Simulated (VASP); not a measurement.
Here is a VASP 6.6.1 calculation.

File POSCAR:

```
BN
1.0
    1.8048137541     -1.8048137541      0.0000000000
    1.8048137541      0.0000000000     -1.8048137541
    7.7966052856      7.7966052856      7.7966052856
B N
6 6
Direct
    1.0000000000      0.0000000000      0.3664904187
    0.3333333333      0.3333333333      0.2121656677
    0.6666666667      0.6666666667      0.5208151697
    1.0000000000      1.0000000000      0.8294646717
    0.3333333333      0.3333333333      0.6751399207
    0.6666666667      0.6666666667      0.0578409167
    0.6666666667      0.6666666667      0.4050716064
    0.0000000000      0.0000000000      0.2507468554
    0.3333333333      0.3333333333      0.5593963575
    0.6666666667      0.6666666667      0.8680458595
    0.0000000000      0.0000000000      0.7137211085
    0.3333333333      0.3333333333      0.0964221044
```

File INCAR.step1:

```
PREC = Accurate
ENCUT = 520
ISMEAR = 0
SIGMA = 0.05
LREAL = F
LASPH = T
NELM = 100
NBANDS = 36
GGA = PE
ALGO = Normal
EDIFF = 1E-4
LWAVE = T
LCHARG = F
```

Contents of INCAR.step2:

```
PREC = Accurate
ENCUT = 520
EDIFF = 1E-6
ISMEAR = 0
SIGMA = 0.05
LREAL = F
LASPH = T
NELM = 100
ALGO = Normal
ISIF = 2
LWAVE = F
LCHARG = F
METAGGA = R2SCAN
LMIXTAU = T
NBANDS = 36
ISTART = 1
```

File KPOINTS:

```
Automatic mesh
0
Gamma
  10 10 2
```

Potentials or basis: VASP PAW PBE potentials, release 64 (B, N).

Launch:

```console
$ cat potpaw_PBE.64/B/POTCAR potpaw_PBE.64/N/POTCAR > POTCAR
$ cp INCAR.step1 INCAR
$ mpirun -np 1 vasp_std > vasp.out
$ cp INCAR.step2 INCAR
$ mpirun -np 1 vasp_std > vasp.out
```

Q: What does it give for the band gap on the k mesh?

A: 1.44 eV (least direct gap 2.25 eV).

Q: What does it give for the largest force?

A: 3.287 eV/Å.

Q: What does it give for the pressure?

A: -5.8 GPa.

Forces in eV/Å, atoms in the order of the input:
```
B    0.402  0.402  0.402
B    0.503  0.503  0.503
B    0.397  0.397  0.397
B    1.898  1.898  1.898
B    0.443  0.443  0.443
B   -0.345 -0.345 -0.345
N   -0.397 -0.397 -0.397
N   -0.418 -0.418 -0.418
N   -0.402 -0.402 -0.402
N    0.034  0.034  0.034
N   -0.554 -0.554 -0.554
N   -1.559 -1.559 -1.559
```

Caveat: the cell differs from its parent crystal (the distance across one plane changed); the cell stands under tension; the PAW data sets were made with another functional, which shifts forces and pressure a little. A k mesh can miss the band edges.
